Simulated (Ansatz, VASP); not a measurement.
# CoO: VASP beside Ansatz

```
Co O
1.0
     0.00000    2.11719    2.11719
     2.11719    0.00000    2.11719
     2.11719    2.11719    0.00000
Co O
1 1
Direct
  0.00000 0.00000 0.00000
  0.50000 0.50000 0.50000
```

Alike in both runs: task single point; functional PBE; k mesh 11 × 11 × 11; occupations fermi-dirac, width 0.05 eV; collinear spin.

```csv
,VASP,Ansatz
version,VASP 6.6.1,Ansatz 0.2.0
potentials or method,"VASP PAW PBE potentials, release 64 (Co_sv, O)",Ansatz PAW
plane-wave cutoff (eV),700,420
valence electrons in the cell,23,23
```

|  | VASP | Ansatz | Ansatz less VASP |
| --- | --- | --- | --- |
| gap on the k mesh at the Fermi level (eV) | none | none | - |
| pressure (GPa) | 0.4 | 1.5 | +1.10 |
| net moment per atom (μB) | 1.44 | 1.44 | +0.003 |
| size of the moment on the site where the two differ most (μB) | 2.49 | 2.46 | -0.032 |

Site moments also hang on the region over which each program counts them. A gap of «none» marks a metal or a gap that the smearing closes. The functional is the same, so the differences come from potentials, cutoffs and numerics.
